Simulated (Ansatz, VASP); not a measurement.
# One calculation of Sn3TeO2, two programs

```
Sn Te O
1.0
     6.65467    0.00000    0.00000
    -3.32734    5.76311    0.00000
     0.00000    0.00000    3.32919
Sn Te O
3 1 2
Direct
  0.50000 0.50000 0.50000
  0.50000 0.00000 0.50000
  0.00000 0.50000 0.50000
  0.00000 0.00000 0.00000
  0.66667 0.33333 0.00000
  0.33333 0.66667 0.00000
```

Change from the starting cell: species swapped into the YSi2Ru3 type (P6/mmm, No. 191).

Alike in both runs: functional PBE; k mesh 3 × 3 × 4; occupations gaussian, width 0.1 eV; no spin polarisation.

Ansatz relaxed the structure, and its values are those at the end. VASP's run is a single point on that final structure, the one shown.

```csv
,VASP,Ansatz
version,VASP 6.6.1,Ansatz 0.2.0
potentials or method,"VASP PAW PBE potentials, release 64 (Sn_d, Te, O), cutoff 520 eV","scalar-relativistic, plane waves, PAW"
valence electrons in the cell,60,70
```

```tsv
	VASP	Ansatz	Ansatz less VASP
gap on the k mesh at the Fermi level (eV)	none	none	-
pressure (GPa)	0.1	0.1	+0.02
```

A gap of «none» marks a metal or a gap that the smearing closes. VASP's potentials hold 60 valence electrons a cell and Ansatz's 70, so a difference there can come from the potentials and not from the codes.

The k mesh is coarse, so the values compare programs but aren't converged. Spin-orbit coupling is off throughout.
